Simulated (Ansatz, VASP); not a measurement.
# Two plane-wave programs on ScTa2N3

```xyz
6
Lattice="2.8305 1.6342 2.9324 -2.8305 1.6342 2.9324 0.0000 -3.2684 2.9324" Properties=species:S:1:pos:R:3 pbc="T T T"
Sc    0.0000    0.0000    0.0000
Ta    0.0000    0.0000    6.1242
Ta    0.0000    0.0000    2.6729
N    -1.4153    0.8171    1.4662
N     1.4153    0.8171    1.4662
N     0.0000   -1.6342    1.4662
```

Change from the starting cell: species swapped into the Dy2AlCo3 type (R-3m, No. 166).

Alike in both runs: functional PBE; k mesh 12 × 12 × 12; occupations gaussian, width 0.1 eV; no spin polarisation.

Ansatz relaxed the structure, and its values are those at the end. VASP's run is a single point on that final structure, the one shown.

```csv
,VASP,Ansatz
version,VASP 6.6.1,Ansatz 0.2.0
potentials or method,"VASP PAW PBE potentials, release 64 (Sc_sv, Ta_pv, N), cutoff 520 eV","scalar-relativistic, plane waves, PAW"
valence electrons in the cell,48,52
```

```csv
,VASP,Ansatz,Ansatz less VASP
gap on the k mesh at the Fermi level (eV),none,none,-
pressure (GPa),0.7,0.0,-0.66
rms of the force components (eV/Å),0.022,0.000,-0.0221
```

A gap of «none» marks a metal or a gap that the smearing closes. The functional is the same, so the differences come from potentials, cutoffs and numerics. VASP's potentials hold 48 valence electrons a cell and Ansatz's 52, so a difference there can come from the potentials and not from the codes.

Neither program's run includes spin-orbit coupling.
